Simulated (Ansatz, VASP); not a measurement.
# BN: VASP beside Ansatz

```
B N
1.0
     2.50877    0.00000    0.00000
    -1.25438    2.17266    0.00000
     0.00000    0.00000   26.00000
B N
1 1
Direct
  0.66667 0.33333 0.50000
  0.33333 0.66667 0.50000
```

Alike in both runs: functional PBE; dispersion D3(BJ); k mesh 12 × 12 × 1; occupations gaussian, width 0.02 eV; no spin polarisation.

Ansatz relaxed the structure, and its values are those at the end. VASP's run is a single point on that final structure, the one shown.

```csv
,VASP,Ansatz
version,VASP 6.6.1,Ansatz 0.2.0
potentials or method,"VASP PAW PBE potentials, release 64 (B, N), cutoff 520 eV","scalar-relativistic, plane waves, PAW"
valence electrons in the cell,8,8
```

```tsv
	VASP	Ansatz	Ansatz less VASP
gap on the k mesh at the Fermi level (eV)	4.67	4.68	+0.003
least direct gap on the mesh (eV)	4.67	4.68	+0.003
```

Ansatz's warnings: xc potential rough in thin density.
